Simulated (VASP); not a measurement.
# NaI in VASP: further runs

The runs below take NaI through single point, with PBE, r2SCAN.

Everything below comes from runs of VASP 6.6.1. Logs are shortened: lines on timing, memory, paths and dates and some standing lists are left out, and cuts for length are marked.

### 1 The cell of the first run

Symmetry: Fm-3m, No. 225, cubic system. Conventional cell: a = 6.374 Å, b = 6.374 Å, c = 6.374 Å, α = 90.00°, β = 90.00°, γ = 90.00°. Na (site symmetry m-3m) has 6 I at 3.19 Å within 4.2 Å. Within 4.2 Å of I (site symmetry m-3m) lie 6 Na at 3.19 Å.

### 2 Single point, PBE (strain -1.3%)

INCAR reads:

```
SYSTEM = NaI
  PREC = Accurate
  ENCUT = 520
  EDIFF = 1E-6
  ISMEAR = -1
  SIGMA = 0.02
  LREAL = .False.
  LASPH = .True.
  NELM = 80
  ALGO = Normal
  ISIF = 2
  LWAVE = .False.
  LCHARG = .True.
  GGA = PE
  LELF = .True.
  LVHAR = .True.
  NBANDS = 14
```

KPOINTS reads:

```
regular mesh
0
Gamma
  8 8 8
  0 0 0
```

POSCAR reads:

```
NaI
1.0
    0.0000000000      3.1867652621      3.1867652621
    3.1867652621      0.0000000000      3.1867652621
    3.1867652621      3.1867652621      0.0000000000
Na I
1 1
Direct
    0.0000000000      0.0000000000      0.0000000000
    0.5000000000      0.5000000000      0.5000000000
```

Potentials or basis: VASP PAW PBE potentials, release 64 (Na_pv, I).

Started as:

```sh
$ cat potpaw_PBE.64/Na_pv/POTCAR potpaw_PBE.64/I/POTCAR > POTCAR
$ mpirun -np 1 vasp_std > vasp.out
```

OUTCAR:

```text
SYSTEM = NaI
   PREC = Accurate
   ENCUT = 520
   EDIFF = 1E-6
   ISMEAR = -1
   LREAL = .False.
   LASPH = .True.
   NELM = 80
   ISIF = 2
   GGA = PE

 ion  position               nearest neighbor table
   1  0.000  0.000  0.000-
   2  0.500  0.500  0.500-

  LATTYP: Found a face centered cubic cell.
 ALAT       =     6.3735305242

  Lattice vectors:

 A1 = (   0.0000000000,   3.1867652621,   3.1867652621)
 A2 = (   3.1867652621,   0.0000000000,   3.1867652621)
 A3 = (   3.1867652621,   3.1867652621,   0.0000000000)

Analysis of symmetry for initial positions (statically):
=====================================================================
 Subroutine PRICEL returns:
 Original cell was already a primitive cell.

 Routine SETGRP: Setting up the symmetry group for a
 face centered cubic supercell.

 Subroutine GETGRP returns: Found 48 space group operations
 (whereof 48 operations were pure point group operations)
 out of a pool of 48 trial point group operations.

The static configuration has the point symmetry O_h .

Analysis of symmetry for dynamics (positions and initial velocities):
=====================================================================
 Subroutine PRICEL returns:
 Original cell was already a primitive cell.

 Routine SETGRP: Setting up the symmetry group for a
 face centered cubic supercell.

 Subroutine GETGRP returns: Found 48 space group operations
 (whereof 48 operations were pure point group operations)
 out of a pool of 48 trial point group operations.

The dynamic configuration has the point symmetry O_h .

 Subroutine INISYM returns: Found 48 space group operations
 (whereof 48 operations are pure point group operations),
 and found     1 'primitive' translations

----------------------------------------------------------------------------------------

                                     Primitive cell

  volume of cell :      64.7262

  direct lattice vectors                    reciprocal lattice vectors
     0.000000000  3.186765262  3.186765262    -0.156898911  0.156898911  0.156898911
     3.186765262  0.000000000  3.186765262     0.156898911 -0.156898911  0.156898911
     3.186765262  3.186765262  0.000000000     0.156898911  0.156898911 -0.156898911

  length of vectors
     4.506766654  4.506766654  4.506766654     0.271756886  0.271756886  0.271756886

  position of ions in fractional coordinates (direct lattice)
     0.000000000  0.000000000  0.000000000
     0.500000000  0.500000000  0.500000000

  ion indices of the primitive-cell ions
[... 85 lines left out ...]
   PSTRESS=    0.0 pullay stress
   NELECT =      14.0000    total number of electrons
   NUPDOWN=      -1.0000    fix difference up-down
   EMIN   =  10.00;   EMAX   =-10.00  energy-range for DOS
   EFERMI =   0.00;   METHOD = LEGACY
   ISMEAR =    -1;   SIGMA  =   0.02  broadening in eV -4-tet -1-fermi 0-gaus
   EFERMI_NEDOS =   21; number of points for ismear=-14 and -15
   IALGO  =     38    algorithm
   IMIX   =      4    mixing-type and parameters
     AMIX     =   0.40;   BMIX     =  1.00
     AMIX_MAG =   1.60;   BMIX_MAG =  1.00
  volume/ion in A,a.u.               =      32.36       218.40
  Fermi-wavevector in a.u.,A,eV,Ry     =   0.982707  1.857047 13.139327  0.965713
  Thomas-Fermi vector in A             =   2.113810
   LORBIT       =      0    0 simple, 1 ext, 2 COOP (PROOUT), +10 PAW based schemes
   GGA     = PE    functional components
   LHFCALC =     F    Hartree Fock is set to
   AEXX    =    0.0000 exact exchange contribution
   IVDW    =     0    specifies the selected vdW correction
   LEPSILON=     F    determine dielectric tensor
   LRPA    =     F    only Hartree local field effects (RPA)
 non-spin polarized calculation
  energy-cutoff  :      520.00
  volume of cell :       64.73
 maximum number of plane-waves:      1807
 NGX is ok and might be reduce to    36
   NGX = 17   NGY = 17   NGZ = 17

 number of electron      14.0000002 magnetization

 Free energy of the ion-electron system (eV)
  ---------------------------------------------------
  ext. energy  EPLUGINS =         0.00000000
  ---------------------------------------------------
  free energy    TOTEN  =        -5.36853218 eV

  energy without entropy =       -5.36853218  energy(sigma->0) =       -5.36853218

 E-fermi :   1.5564     XC(G=0):  -7.8932

 val. band max:        1.1386594384   @ k =   0.0000   0.0000   0.0000
 cond. band min:       4.9078038205   @ k =   0.0000   0.0000   0.0000
 fundamental gap:      3.7691443821
 Fermi energy:         1.5564092162

 k-point     1 :       0.0000    0.0000    0.0000
  band No.  band energies     occupation
      1     -21.2513      2.00000
      2     -21.2513      2.00000
      3     -21.2513      2.00000
      4     -10.0038      2.00000
      5       1.1387      2.00000
      6       1.1387      2.00000
      7       1.1387      2.00000
      8       4.9078      0.00000
      9       9.0660      0.00000
     10       9.0660      0.00000
     11       9.0660      0.00000
     12      10.9622      0.00000
     13      10.9622      0.00000
     14      11.6020      0.00000
[... 377 lines left out ...]
      1     -21.2568      2.00000
      2     -21.2532      2.00000
      3     -21.2522      2.00000
      4      -9.5947      2.00000
      5      -0.9208      2.00000
      6       0.1437      2.00000
      7       0.6061      2.00000
      8       7.3276      0.00000
      9       7.5083      0.00000
     10       9.5005      0.00000
     11       9.5783      0.00000
     12      11.7573      0.00000
     13      12.8096      0.00000
     14      14.0001      0.00000

 [... further k-points ...]

------------------------ aborting loop because EDIFF is reached ----------------------------------------

  FORCE on cell =-STRESS in cart. coord.  units (eV):
  Direction    XX          YY          ZZ          XY          YZ          ZX
  --------------------------------------------------------------------------------------
  -------------------------------------------------------------------------------------
  Total        0.5360114      0.5360114      0.5360114      0.0000000     -0.0000000      0.0000000
  in kB       13.2679671     13.2679671     13.2679671      0.0000000     -0.0000000      0.0000000
  external PRESSURE =      13.2679671 kB  Pullay stress =       0.0000000 kB

 VOLUME and BASIS-vectors are now :
 -----------------------------------------------------------------------------
  energy-cutoff  :      520.00
  volume of cell :       64.73
      direct lattice vectors                 reciprocal lattice vectors
     0.000000000  3.186765262  3.186765262    -0.156898911  0.156898911  0.156898911
     3.186765262  0.000000000  3.186765262     0.156898911 -0.156898911  0.156898911
     3.186765262  3.186765262  0.000000000     0.156898911  0.156898911 -0.156898911

 POSITION                                       TOTAL-FORCE (eV/Angst)
 -----------------------------------------------------------------------------------
      0.00000      0.00000      0.00000        -0.000000     -0.000000      0.000000
      3.18677      3.18677      3.18677         0.000000      0.000000     -0.000000
 -----------------------------------------------------------------------------------
    total drift:                                0.000000      0.000000      0.000000

  FREE ENERGIE OF THE ION-ELECTRON SYSTEM (eV)
  ---------------------------------------------------
  free  energy   TOTEN  =        -5.3685321829 eV

  energy  without entropy=       -5.3685321829  energy(sigma->0) =       -5.36853218
```

Wall time 23 s (1 thread of AMD EPYC 7R13 (Zen 3), shared host); peak memory 0.18 GiB.

Results:

- Free energy: -5.3685 eV
- Pressure: 1.3 GPa
- Band gap on the k mesh: 3.77 eV, direct

Levels at points of the mesh, in eV from the valence-band top:
```tsv
k point	band 3	band 4	band 5	band 6	band 7	band 8	band 9	band 10	band 11	band 12
(0.00, 0.00, 0.00)	-22.39	-11.14	0.00	0.00	0.00	3.77	7.93	7.93	7.93	9.82
(0.50, 0.00, 0.00)	-22.39	-10.78	-2.35	-0.31	-0.31	5.10	7.48	7.48	9.08	10.42
(0.50, 0.50, 0.00)	-22.39	-10.69	-2.06	-0.81	-0.81	4.53	5.47	10.17	11.59	11.59
```

Caveat: the cell differs from its parent crystal (strain -1.3%); spin-orbit coupling is left out, which moves the levels of the heavy elements.

### 3 Single point, r2SCAN (strain -1.3%)

POSCAR is that of step 2.

INCAR.step1 reads:

```
  PREC = Accurate
  ENCUT = 520
  ISMEAR = 0
  SIGMA = 0.01
  LREAL = False
  LASPH = True
  NELM = 60
  NBANDS = 14
  GGA = PE
  ALGO = Normal
  EDIFF = 1E-4
  LWAVE = True
  LCHARG = False
```

INCAR.step2 reads:

```
  PREC = Accurate
  ENCUT = 520
  EDIFF = 1E-6
  ISMEAR = 0
  SIGMA = 0.01
  LREAL = False
  LASPH = True
  NELM = 60
  ALGO = Normal
  ISIF = 2
  LWAVE = False
  LCHARG = True
  METAGGA = R2SCAN
  LMIXTAU = True
  LELF = True
  LVHAR = True
  NBANDS = 14
  ISTART = 1
```

KPOINTS reads:

```
Automatic mesh
0
Gamma
  8 8 8
```

Potentials or basis: VASP PAW PBE potentials, release 64 (Na_pv, I).

Started as:

```sh
$ cat potpaw_PBE.64/Na_pv/POTCAR potpaw_PBE.64/I/POTCAR > POTCAR
$ cp INCAR.step1 INCAR
$ mpirun -np 1 vasp_std > vasp.out
$ cp INCAR.step2 INCAR
$ mpirun -np 1 vasp_std > vasp.out
```

Run time: 1.9 min. Hardware: 1 thread of AMD EPYC 7R13 (Zen 3), shared host; peak memory 0.19 GiB.

It converged, with:

```yaml
Free_energy: -31.0813 eV
Pressure: 0.7 GPa
Band_gap_on_the_k_mesh: 4.59 eV, direct
```

Levels at points of the mesh, in eV from the valence-band top:
| k point | band 5 | band 6 | band 7 | band 8 | band 9 | band 10 |
| --- | --- | --- | --- | --- | --- | --- |
| (0.00, 0.00, 0.00) | 0.00 | 0.00 | 0.00 | 4.59 | 8.47 | 8.47 |
| (0.50, 0.00, 0.00) | -2.36 | -0.33 | -0.33 | 5.71 | 8.11 | 8.11 |
| (0.50, 0.50, 0.00) | -2.09 | -0.83 | -0.83 | 5.26 | 5.94 | 11.05 |

Caveat: the cell differs from its parent crystal (strain -1.3%); the PAW data sets were made with another functional, which shifts forces and pressure a little; spin-orbit coupling is left out, which moves the levels of the heavy elements.

### 4 Single point, PBE (biaxial xy strain -2.3%)

INCAR reads:

```
  ALGO = Normal
  EDIFF = 1E-6
  ENCUT = 520
  GGA = PE
  ISIF = 2
  ISMEAR = -1
  LASPH = T
  LCHARG = F
  LREAL = F
  LWAVE = F
  NBANDS = 14
  NELM = 60
  PREC = Accurate
  SIGMA = 0.02
```

KPOINTS reads:

```
k-points
0
Gamma
  8 8 8
```

POSCAR reads:

```
NaI
1.0
    0.0000000000      3.1557599448      3.2297205453
    3.1557599448      0.0000000000      3.2297205453
    3.1557599448      3.1557599448      0.0000000000
Na I
1 1
Direct
    0.0000000000      0.0000000000      0.0000000000
    0.5000000000      0.5000000000      0.5000000000
```

Started as:

```sh
$ cat potpaw_PBE.64/Na_pv/POTCAR potpaw_PBE.64/I/POTCAR > POTCAR
$ mpirun -np 1 vasp_std > vasp.out
```

Run time: 46 s. Hardware: 1 thread of AMD EPYC 7R13 (Zen 3), shared host; peak memory 0.2 GiB.

The run converged. Its results:

| Quantity | Value |
| --- | --- |
| Free energy | -5.3627 eV |
| Pressure | 1.5 GPa |
| Band gap on the k mesh | 3.77 eV, direct |

Stress tensor (GPa, compression positive):
```
1.74 0.00 0.00
0.00 1.74 0.00
0.00 0.00 0.98
```

Levels at points of the mesh, in eV from the valence-band top:
| k point | band 3 | band 4 | band 5 | band 6 | band 7 | band 8 | band 9 | band 10 | band 11 | band 12 |
| --- | --- | --- | --- | --- | --- | --- | --- | --- | --- | --- |
| (0.00, 0.00, 0.00) | -22.40 | -11.18 | -0.02 | -0.02 | 0.00 | 3.77 | 7.81 | 7.97 | 7.97 | 9.68 |
| (0.50, 0.00, 0.00) | -22.40 | -10.81 | -2.39 | -0.35 | -0.31 | 5.09 | 7.38 | 7.57 | 9.11 | 10.42 |
| (0.50, 0.50, 0.00) | -22.40 | -10.74 | -2.10 | -0.79 | -0.79 | 4.54 | 5.48 | 10.08 | 11.67 | 11.67 |
| (0.50, 0.00, 0.50) | -22.40 | -10.71 | -2.09 | -0.90 | -0.80 | 4.51 | 5.42 | 10.25 | 11.38 | 11.71 |

Caveat: the cell differs from its parent crystal (biaxial xy strain -2.3%); spin-orbit coupling is left out, which moves the levels of the heavy elements.

### 5 Single point, r2SCAN (biaxial xy strain -2.3%)

POSCAR is that of step 4.

INCAR.step1 reads:

```
ALGO = Normal
EDIFF = 1E-4
ENCUT = 520
GGA = PE
ISMEAR = 0
LASPH = True
LCHARG = False
LREAL = False
LWAVE = True
NBANDS = 14
NELM = 60
PREC = Accurate
SIGMA = 0.01
```

INCAR.step2 reads:

```
ALGO = Normal
EDIFF = 1E-6
ENCUT = 520
ISIF = 2
ISMEAR = 0
ISTART = 1
LASPH = True
LCHARG = True
LELF = True
LMIXTAU = True
LREAL = False
LVHAR = True
LWAVE = False
METAGGA = R2SCAN
NBANDS = 14
NELM = 60
PREC = Accurate
SIGMA = 0.01
```

KPOINTS is that of step 4.

Started as:

```sh
$ cat potpaw_PBE.64/Na_pv/POTCAR potpaw_PBE.64/I/POTCAR > POTCAR
$ cp INCAR.step1 INCAR
$ mpirun -np 1 vasp_std > vasp.out
$ cp INCAR.step2 INCAR
$ mpirun -np 1 vasp_std > vasp.out
```

It took 3.8 min on 1 thread of AMD EPYC 7R13 (Zen 3), shared host; peak memory 0.21 GiB.

It converged, with:

| Quantity | Value |
| --- | --- |
| Free energy | -31.0772 eV |
| Pressure | 0.8 GPa |
| Band gap on the k mesh | 4.59 eV, direct |

Stress tensor (GPa, compression positive):
```
1.08 0.00 0.00
0.00 1.08 0.00
0.00 0.00 0.33
```

Levels at points of the mesh, in eV from the valence-band top:
```tsv
k point	band 5	band 6	band 7	band 8	band 9	band 10
(0.00, 0.00, 0.00)	-0.02	-0.02	0.00	4.59	8.35	8.51
(0.50, 0.00, 0.00)	-2.40	-0.37	-0.32	5.70	8.01	8.20
(0.50, 0.50, 0.00)	-2.14	-0.81	-0.81	5.28	5.95	10.97
(0.50, 0.00, 0.50)	-2.13	-0.92	-0.82	5.24	5.89	11.13
```

Caveat: the cell differs from its parent crystal (biaxial xy strain -2.3%); the PAW data sets were made with another functional, which shifts forces and pressure a little; spin-orbit coupling is left out, which moves the levels of the heavy elements.

### 6 Overview

```csv
level,cell,smearing,gap on the mesh (eV),pressure (GPa)
PBE,"a = 4.507 Å, angles 60.0°, 2 atoms",fermi-dirac 0.02 eV,3.77,1.3
r2SCAN,"a = 4.507 Å, angles 60.0°, 2 atoms",gaussian 0.01 eV,4.59,0.7
PBE,"a = 4.516, b = 4.516, c = 4.463 Å, angles 60.4, 60.4, 59.2°, 2 atoms",fermi-dirac 0.02 eV,3.77,1.5
r2SCAN,"a = 4.516, b = 4.516, c = 4.463 Å, angles 60.4, 60.4, 59.2°, 2 atoms",gaussian 0.01 eV,4.59,0.8
```

Alike in all rows: task single point; potentials or basis VASP PAW PBE potentials, release 64 (Na_pv, I); no spin polarisation; k mesh 8 × 8 × 8; cutoff (eV) 520.

Caveats: spin-orbit coupling is left out, which moves the levels of the heavy elements; the PAW data sets were made with another functional, which shifts forces and pressure a little (some runs).

Absolute energies hang on the potentials; compare differences alone.
